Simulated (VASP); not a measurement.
Wanted: the native input for a VASP 6.6.1 run.

```
Task                   : single point
Functional             : PBE
Potentials or basis    : VASP PAW PBE potentials, release 64 (Ga_d, O)
Cutoff                 : 520 eV
k mesh                 : 8 × 8 × 4
Occupations            : fermi-dirac, width 0.02 eV
Spin                   : no spin polarisation
Dipole correction      : no
Further INCAR settings : ALGO = Normal; EDIFF = 1e-06; NBANDS = 55
```

The structure of Ga2O3 lies in POSCAR:

```
Ga2O3
1.0
    6.2499615533     -1.5499491160     -0.0025833965
    6.2499615533      1.5499491160     -0.0025833965
   -1.4113114636      0.0000000000      5.5763762978
Ga O
4 6
Direct
    0.3414319123      0.3414319123      0.6867850506
    0.6585680877      0.6585680877      0.3132149494
    0.9129214243      0.9129214243      0.2104209876
    0.0870785757      0.0870785757      0.7895790124
    0.5029911043      0.5029911043      0.7408294434
    0.4970088957      0.4970088957      0.2591705566
    0.8254816479      0.8254816479      0.4334545514
    0.1745183521      0.1745183521      0.5665454486
    0.1600909304      0.1600909304      0.1082987671
    0.8399090696      0.8399090696      0.8917012329
```

This cell differs from its parent crystal: epitaxial xy strain +2.0%.

These files were run (other wordings do the same):

INCAR

```
PREC     = Accurate       # precision mode
ENCUT    = 520            # plane-wave cutoff, eV
EDIFF    = 1E-6           # SCF threshold, eV
ISMEAR   = -1             # smearing method
SIGMA    = 0.02           # smearing width, eV
LREAL    = False          # projectors in reciprocal space
LASPH    = True           # aspherical terms in the spheres
NELM     = 80             # most SCF steps
ALGO     = Normal         # electronic algorithm
ISIF     = 2              # what is computed and relaxed
LWAVE    = False          # write WAVECAR
LCHARG   = False          # write CHGCAR
GGA      = PE             # functional
NBANDS   = 55             # bands
```

KPOINTS

```
Automatic mesh
0
Gamma
  8 8 4
```

Potentials or basis: VASP PAW PBE potentials, release 64 (Ga_d, O).

Command:

```bash
$ cat potpaw_PBE.64/Ga_d/POTCAR potpaw_PBE.64/O/POTCAR > POTCAR
$ mpirun -np 1 vasp_std > vasp.out
```

Results of the run:

* Pressure: 4.0 GPa
* Largest force: 0.216 eV/Å
* Band gap on the k mesh: 2.07 eV, direct

Caveat: the cell differs from its parent crystal (epitaxial xy strain +2.0%).

Wall time 8 min on 1 thread of Intel(R) Xeon(R) Platinum 8488C (Sapphire Rapids) (shared host), peak memory 0.53 GiB.
